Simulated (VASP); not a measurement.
# CuO (Tenorite) in VASP: single point with PBE

Aim: the single point of CuO (Tenorite) with PBE.

Program: VASP 6.6.1. These are calculated values, not measurements. Logs are shortened: lines on timing, memory, paths and dates and some standing lists are left out, and cuts for length are marked.

**1. The cell of the first run**

The typed cell holds 4 atoms: a = 2.948 Å, b = 2.948 Å, c = 5.152 Å, α = 90.00°, β = 90.00°, γ = 89.86°.

**2. Single point, PBE**

INCAR

```
SYSTEM = CuO
ALGO = Normal
EDIFF = 1E-7
ENCUT = 520
GGA = PE
ISIF = 2
ISMEAR = 0
LASPH = .TRUE.
LCHARG = .TRUE.
LELF = .TRUE.
LREAL = .FALSE.
LVHAR = .TRUE.
LWAVE = .FALSE.
NBANDS = 25
NELM = 100
PREC = Accurate
SIGMA = 0.05
```

KPOINTS

```
k-points
0
G
  12 12 8
  0 0 0
```

POSCAR

```
CuO
1.0
    2.0810635168     -2.0822804008      0.1632855055
    2.0810635168      2.0822804008      0.1632855055
   -0.4027090998      0.0000000000      5.1361086675
Cu O
2 2
Direct
    0.0000000000      0.5000000000      0.0000000000
    0.5000000000      0.0000000000      0.5000000000
    0.4999845472      0.5000154528      0.2500000000
    0.5000154528      0.4999845472      0.7500000000
```

Potentials or basis: VASP PAW PBE potentials, release 64 (Cu, O).

On the command line:

```
$ cat potpaw_PBE.64/Cu/POTCAR potpaw_PBE.64/O/POTCAR > POTCAR
$ mpirun -np 1 vasp_std > vasp.out
```

OUTCAR:

```text
SYSTEM = CuO
   EDIFF = 1E-7
   ENCUT = 520
   GGA = PE
   ISIF = 2
   ISMEAR = 0
   LASPH = .TRUE.
   LREAL = .FALSE.
   NELM = 100
   PREC = Accurate

 ion  position               nearest neighbor table
   1  0.000  0.500  0.000-   4 1.96   3 1.96   4 1.96   3 1.96
   2  0.500  0.000  0.500-   3 1.96   4 1.96   4 1.96   3 1.96
   3  0.500  0.500  0.250-   1 1.96   2 1.96   2 1.96   1 1.96
   4  0.500  0.500  0.750-   2 1.96   1 1.96   2 1.96   1 1.96

  LATTYP: Found a base centered monoclinic cell.
 ALAT       =     4.1749191692
 B/A-ratio  =     0.9975189058
 C/A-ratio  =     1.2340052494
 COS(beta)  =    -0.0000547579

  Lattice vectors:

 A1 = (  -2.0810635168,   2.0822804008,  -0.1632855055)
 A2 = (  -2.0810635168,  -2.0822804008,  -0.1632855055)
 A3 = (  -0.4027090998,   0.0000000000,   5.1361086675)

Analysis of symmetry for initial positions (statically):
=====================================================================
 Subroutine PRICEL returns:
 Original cell was already a primitive cell.

 Routine SETGRP: Setting up the symmetry group for a
 base centered monoclinic supercell.

 Subroutine GETGRP returns: Found  4 space group operations
 (whereof  2 operations were pure point group operations)
 out of a pool of  4 trial point group operations.

The static configuration has the point symmetry S_2 .
 The point group associated with its full space group is C_2h.

Analysis of symmetry for dynamics (positions and initial velocities):
=====================================================================
 Subroutine PRICEL returns:
 Original cell was already a primitive cell.

 Routine SETGRP: Setting up the symmetry group for a
 base centered monoclinic supercell.

 Subroutine GETGRP returns: Found  4 space group operations
 (whereof  2 operations were pure point group operations)
 out of a pool of  4 trial point group operations.

The dynamic configuration has the point symmetry S_2 .
 The point group associated with its full space group is C_2h.

 Subroutine INISYM returns: Found  4 space group operations
 (whereof  2 operations are pure point group operations),
 and found     1 'primitive' translations

----------------------------------------------------------------------------------------

                                     Primitive cell

  volume of cell :      44.7870

  direct lattice vectors                    reciprocal lattice vectors
     2.081063517 -2.082280401  0.163285506     0.238792704 -0.240121359  0.018723123
     2.081063517  2.082280401  0.163285506     0.238792704  0.240121359  0.018723123
    -0.402709100  0.000000000  5.136108668    -0.015183241  0.000000000  0.193509451

  length of vectors
     2.948453694  2.948453694  5.151872171     0.339161876  0.339161876  0.194104195

  position of ions in fractional coordinates (direct lattice)
     1.000000000  0.500000000  0.000000000
     0.500000000  1.000000000  0.500000000
     0.499984547  0.500015453  0.250000000
     0.500015453  0.499984547  0.750000000

  ion indices of the primitive-cell ions
   primitive index   ion index
                 1           1
                 2           2
                 3           3
                 4           4

----------------------------------------------------------------------------------------

 KPOINTS: k-points

Automatic generation of k-mesh.
 Grid dimensions read from file:
 generate k-points for:   12   12    8

 Generating k-lattice:

  Cartesian coordinates                     Fractional coordinates (reciprocal lattice)
     0.019899392 -0.020010113  0.001560260     0.083333333  0.000000000 -0.000000000
     0.019899392  0.020010113  0.001560260     0.000000000  0.083333333 -0.000000000
    -0.001897905  0.000000000  0.024188681     0.000000000  0.000000000  0.125000000

  Length of vectors
     0.028263490  0.028263490  0.024263024

  Shift w.r.t. Gamma in fractional coordinates (k-lattice)
     0.000000000  0.000000000  0.000000000

 Subroutine IBZKPT returns following result:
 ===========================================

 Found    320 irreducible k-points:

 Following reciprocal coordinates:
            Coordinates               Weight
  0.000000  0.000000  0.000000      1.000000
  0.083333  0.000000  0.000000      4.000000
  0.166667 -0.000000  0.000000      4.000000
  0.250000  0.000000 -0.000000      4.000000
  0.333333  0.000000 -0.000000      4.000000
  0.416667  0.000000  0.000000      4.000000
[... 16 lines left out ...]
  0.500000  0.166667 -0.000000      4.000000
 -0.416667  0.166667  0.000000      4.000000
 [... further k-points ...]
   k-points           NKPTS =    320   k-points in BZ     NKDIM =    320   number of bands    NBANDS=     25
   number of dos      NEDOS =    301   number of ions     NIONS =      4
   total plane-waves  NPLWV =  23040
   dimension x,y,z NGX =    24 NGY =   24 NGZ =   40
   dimension x,y,z NGXF=    48 NGYF=   48 NGZF=   80
   ions per type =               2   2
   NGX,Y,Z   is equivalent  to a cutoff of  13.53, 13.53, 12.91 a.u.
   NGXF,Y,Z  is equivalent  to a cutoff of  27.06, 27.06, 25.82 a.u.
 SYSTEM =  CuO
   PREC   = accura    normal or accurate (medium, high low for compatibility)
   ISTART =      0    job   : 0-new  1-cont  2-samecut
   ICHARG =      2    charge: 1-file 2-atom 10-const
   ISPIN  =      1    spin polarized calculation?
   LNONCOLLINEAR =      F non collinear calculations
   LSORBIT =      F    spin-orbit coupling
   LASPH  =      T    aspherical Exc in radial PAW
   ENCUT  =  520.0 eV  38.22 Ry    6.18 a.u.   5.48  5.48  9.58*2*pi/ulx,y,z
   NELM   =    100;   NELMIN=  2; NELMDL= -5     # of ELM steps
   EDIFF  = 0.1E-06   stopping-criterion for ELM
   LREAL  =      F    real-space projection
   EDIFFG = 0.1E-05   stopping-criterion for IOM
   NSW    =      0    number of steps for IOM
   IBRION =     -1    ionic relax: 0-MD 1-quasi-New 2-CG
   NFREE  =      0    steps in history (QN), initial steepest desc. (CG)
   ISIF   =      2    stress and relaxation
   ISYM   =      2    0-nonsym 1-usesym 2-fastsym
   POTIM  = 0.5000    time-step for ionic-motion
   TEBEG  =    0.0;   TEEND  =   0.0 temperature during run
   PSTRESS=    0.0 pullay stress
   NELECT =      34.0000    total number of electrons
   NUPDOWN=      -1.0000    fix difference up-down
   EMIN   =  10.00;   EMAX   =-10.00  energy-range for DOS
   EFERMI =   0.00;   METHOD = LEGACY
   ISMEAR =     0;   SIGMA  =   0.05  broadening in eV -4-tet -1-fermi 0-gaus
   EFERMI_NEDOS =   21; number of points for ismear=-14 and -15
   IALGO  =     38    algorithm
   IMIX   =      4    mixing-type and parameters
     AMIX     =   0.40;   BMIX     =  1.00
     AMIX_MAG =   1.60;   BMIX_MAG =  1.00
  volume/ion in A,a.u.               =      11.20        75.56
  Fermi-wavevector in a.u.,A,eV,Ry     =   1.493426  2.822166 30.345359  2.230321
  Thomas-Fermi vector in A             =   2.605828
   LORBIT       =      0    0 simple, 1 ext, 2 COOP (PROOUT), +10 PAW based schemes
   GGA     = PE    functional components
   LHFCALC =     F    Hartree Fock is set to
   AEXX    =    0.0000 exact exchange contribution
   IVDW    =     0    specifies the selected vdW correction
   LEPSILON=     F    determine dielectric tensor
   LRPA    =     F    only Hartree local field effects (RPA)
 non-spin polarized calculation
 Gauss-broadening in eV      SIGMA  =   0.05
  energy-cutoff  :      520.00
  volume of cell :       44.79
 maximum number of plane-waves:      1236
 NGX is ok and might be reduce to    24
   NGX = 11   NGY = 11   NGZ = 19

 number of electron      34.0000018 magnetization

 Free energy of the ion-electron system (eV)
  ---------------------------------------------------
  ext. energy  EPLUGINS =         0.00000000
  ---------------------------------------------------
  free energy    TOTEN  =       -19.73051938 eV

  energy without entropy =      -19.72664143  energy(sigma->0) =      -19.72858041

 E-fermi :   4.7698     XC(G=0): -11.2575

 val. band max:        4.7677872833   @ k =   0.4167   0.0833  -0.0000
 cond. band min:       4.7710985352   @ k =  -0.2500  -0.0000   0.1250
 fundamental gap:      0.0033112519
 Fermi energy:         4.7697809488

 k-point     1 :       0.0000    0.0000    0.0000
  band No.  band energies     occupation
      1     -14.9477      2.00000
      2     -13.6550      2.00000
      3      -3.2346      2.00000
      4      -0.6003      2.00000
      5      -0.5952      2.00000
      6       1.0879      2.00000
[... 17 lines left out ...]
     24      19.1821      0.00000
     25      19.4844      0.00000

 k-point     2 :       0.0833    0.0000    0.0000
  band No.  band energies     occupation
      1     -14.9125      2.00000
      2     -13.6442      2.00000
      3      -3.1716      2.00000
      4      -0.6300      2.00000
      5      -0.5795      2.00000
      6       0.6762      2.00000
[... 17 lines left out ...]
     24      19.2931      0.00000
     25      19.5258      0.00000

 k-point     3 :       0.1667   -0.0000    0.0000
  band No.  band energies     occupation
      1     -14.8138      2.00000
      2     -13.6149      2.00000
      3      -2.9945      2.00000
      4      -0.7024      2.00000
      5      -0.5296      2.00000
      6      -0.0958      2.00000
[... 17 lines left out ...]
     24      19.5368      0.00000
     25      19.5472      0.00000

 k-point     4 :       0.2500    0.0000   -0.0000
  band No.  band energies     occupation
      1     -14.6738      2.00000
      2     -13.5744      2.00000
      3      -2.7392      2.00000
      4      -0.9042      2.00000
      5      -0.7646      2.00000
      6      -0.4594      2.00000
[... 17 lines left out ...]
     24      19.2605      0.00000
     25      19.6471      0.00000
[... 477 lines left out ...]
 k-point    22 :       0.4167    0.1667   -0.0000
  band No.  band energies     occupation
      1     -14.2940      2.00000
      2     -13.4744      2.00000
      3      -2.0231      2.00000
      4      -1.9099      2.00000
      5      -0.5996      2.00000
      6      -0.4208      2.00000
[... 17 lines left out ...]
     24      17.7250      0.00000
     25      18.3285      0.00000

 k-point    23 :       0.5000    0.1667   -0.0000
  band No.  band energies     occupation
      1     -14.2529      2.00000
      2     -13.4639      2.00000
      3      -2.1093      2.00000
      4      -1.8954      2.00000
      5      -0.5044      2.00000
      6      -0.4648      2.00000
[... 17 lines left out ...]
     24      17.8087      0.00000
     25      17.8229      0.00000

 k-point    24 :      -0.4167    0.1667    0.0000
  band No.  band energies     occupation
      1     -14.2937      2.00000
      2     -13.4742      2.00000
      3      -2.0232      2.00000
      4      -1.9105      2.00000
      5      -0.6034      2.00000
      6      -0.4185      2.00000
[... 17 lines left out ...]
     24      17.7082      0.00000
     25      18.3231      0.00000

 [... further k-points ...]
[... 5 lines left out ...]
  --------------------------------------------------------------------------------------
  -------------------------------------------------------------------------------------
  Total        0.1431676      0.1515956      0.2549540      0.0000000      0.0000000     -0.0089607
  in kB        5.1215683      5.4230661      9.1205292      0.0000000      0.0000000     -0.3205540
  external PRESSURE =       6.5550545 kB  Pullay stress =       0.0000000 kB

 VOLUME and BASIS-vectors are now :
 -----------------------------------------------------------------------------
  energy-cutoff  :      520.00
  volume of cell :       44.79
      direct lattice vectors                 reciprocal lattice vectors
     2.081063517 -2.082280401  0.163285506     0.238792704 -0.240121359  0.018723123
     2.081063517  2.082280401  0.163285506     0.238792704  0.240121359  0.018723123
    -0.402709100  0.000000000  5.136108668    -0.015183241  0.000000000  0.193509451

 POSITION                                       TOTAL-FORCE (eV/Angst)
 -----------------------------------------------------------------------------------
      1.04053      1.04114      0.08164        -0.000000     -0.000000     -0.000000
      0.83918     -1.04114      2.64970        -0.000000     -0.000000     -0.000000
      1.98039      0.00006      1.44731         0.000000     -0.000012      0.000000
      1.77903     -0.00006      4.01537         0.000000      0.000012      0.000000
 -----------------------------------------------------------------------------------
    total drift:                                0.000000      0.000000     -0.000000

  FREE ENERGIE OF THE ION-ELECTRON SYSTEM (eV)
  ---------------------------------------------------
  free  energy   TOTEN  =       -19.7305193843 eV

  energy  without entropy=      -19.7266414328  energy(sigma->0) =      -19.72858041
```

It took 3.8 min on 1 thread of AMD EPYC 9R45 (Zen 5), shared host; peak memory 0.36 GiB.

Results:

```yaml
Free_energy: -19.7305 eV
Pressure: 0.7 GPa
Band_gap_on_the_k_mesh: zero (band 17 reaches 5.43 eV, above the bottom of band 18 at 4.25 eV)
```

Caveat: semilocal functionals often make such compounds metallic where correlation or magnetic order opens a gap, which also shifts bond lengths. With open d or f shells a metallic result of PBE can be an artefact of self-interaction; +U or a hybrid may open a gap.
